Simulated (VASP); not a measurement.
The system is Co.

```
CELL_PARAMETERS angstrom
2.45398 0.00000 0.00000
-1.22699 2.12521 0.00000
0.00000 0.00000 8.03395
ATOMIC_POSITIONS crystal
Co 0.66667 0.33333 0.75000
Co 0.00000 0.00000 0.50000
Co 0.33333 0.66667 0.25000
Co 0.00000 0.00000 0.00000
```

Base run:

```yaml
Program: VASP 6.6.1
Functional: BLYP
Potentials_or_basis: VASP PAW PBE potentials, release 64 (Co)
Cutoff: 520 eV
k_mesh: 12 × 12 × 4
Occupations: fermi-dirac, width 0.05 eV
Spin: collinear spin, ferromagnetic start
Starting_moments: "[2.0, 2.0, 2.0, 2.0] μB"
```

Its results: pressure 18.2 GPa; net moment 6.26 μB per cell; site moments Co +1.58, +1.56 (each value once) μB.

**Question.** After a change of settings the same cell gave: pressure 8.5 GPa; net moment 6.47 μB per cell; site moments Co +1.64, +1.62 (each value once) μB. Which change was it?
A. functional from BLYP to SVWN5
B. functional from BLYP to PBE; further incar settings from ALGO = Normal; EDIFF = 1e-06; NBANDS = 30 to ALGO = Fast; EDIFF = 1e-06; NBANDS = 30
C. functional from BLYP to r2SCAN; dispersion from none to D3(BJ)

**Answer.** B.

Caveats: the cell stands under pressure; the PAW data sets were made with another functional, which shifts forces and pressure a little (at least some runs).
